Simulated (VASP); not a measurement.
A run of VASP 6.6.1 is set up as follows.

Contents of INCAR:

```
ALGO     = Normal         # electronic algorithm
EDIFF    = 1E-7           # SCF threshold, eV
ENCUT    = 520            # plane-wave cutoff, eV
GGA      = RP             # functional
ISIF     = 2              # what is computed and relaxed
ISMEAR   = -1             # smearing method
LASPH    = T              # aspherical terms in the spheres
LCHARG   = F              # write CHGCAR
LREAL    = F              # projectors in reciprocal space
LWAVE    = F              # write WAVECAR
NBANDS   = 12             # bands
NELM     = 80             # most SCF steps
PREC     = Accurate       # precision mode
SIGMA    = 0.1            # smearing width, eV
```

Contents of KPOINTS:

```
k-points
0
Gamma
  9 9 9
```

POSCAR

```
La
1.0
    3.3858533678      0.0000000000      0.0000000000
    0.0000000000      3.3858533678      0.0000000000
    0.0000000000      0.0000000000      3.3858533678
La
1
Direct
    0.0000000000      0.0000000000      0.0000000000
```

Potentials or basis: VASP PAW PBE potentials, release 64 (La).

Command:

```bash
$ cat potpaw_PBE.64/La/POTCAR > POTCAR
$ mpirun -np 1 vasp_std > vasp.out
```

Question: Predict the pressure.

Answer: 0.0 GPa.

Caveat: the PAW data sets were made with another functional, which shifts forces and pressure a little.
